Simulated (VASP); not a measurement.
Set up this calculation in VASP 6.6.1, as the native input.

```yaml
Task: relaxation of cell and atoms
Functional: PBE
Potentials_or_basis: VASP PAW PBE potentials, release 64 (Sr_sv, O)
Cutoff: 600 eV
k_mesh: 6 × 6 × 6
Occupations: gaussian, width 0.02 eV
Spin: no spin polarisation
Dipole_correction: no
Further_INCAR_settings: ALGO = Normal; EDIFF = 1e-07; IBRION = 2; EDIFFG = -0.002; NSW = 100; ISIF = 3
```

The structure of SrO (pbe) lies in POSCAR:

```
SrO
1.0
    0.0000000000      2.5800000000      2.5800000000
    2.5800000000      0.0000000000      2.5800000000
    2.5800000000      2.5800000000      0.0000000000
Sr O
1 1
Direct
    0.0000000000      0.0000000000      0.0000000000
    0.5000000000      0.5000000000      0.5000000000
```

These files were run (other wordings do the same):

INCAR

```
SYSTEM = SrO
  ALGO = Normal
  EDIFF = 1E-7
  EDIFFG = -0.002
  ENCUT = 600
  GGA = PE
  GGA_COMPAT = .FALSE.
  IBRION = 2
  ISIF = 3
  ISMEAR = 0
  LASPH = .TRUE.
  LCHARG = .FALSE.
  LREAL = .FALSE.
  LWAVE = .FALSE.
  NELM = 120
  NELMIN = 4
  NSW = 100
  PREC = Accurate
  SIGMA = 0.02
```

KPOINTS

```
k-points
0
G
  6 6 6
  0 0 0
```

Potentials or basis: VASP PAW PBE potentials, release 64 (Sr_sv, O).

Launch:

```sh
$ cat potpaw_PBE.64/Sr_sv/POTCAR potpaw_PBE.64/O/POTCAR > POTCAR
$ mpirun -np 1 vasp_std > vasp.out
```

Results of the run:

The relaxed volume is 17.61 Å³/atom and the relaxed cell is a = 3.680 Å, b = 3.680 Å, c = 3.680 Å, α = 60.00°, β = 60.00°, γ = 60.00°. The space group after relaxing (to 0.05 Å) is Fm-3m (No. 225) and the energy gained by relaxing is 3.0 meV/atom. The ionic steps are 3. The pressure after relaxing is 0.0 GPa and the band gap on the k mesh is 3.28 eV, indirect (least direct gap 3.39 eV).

Run time: 53 s on 1 thread of AMD EPYC 7R43 64-Core Processor (Zen 3) (shared host), peak memory 0.14 GiB.
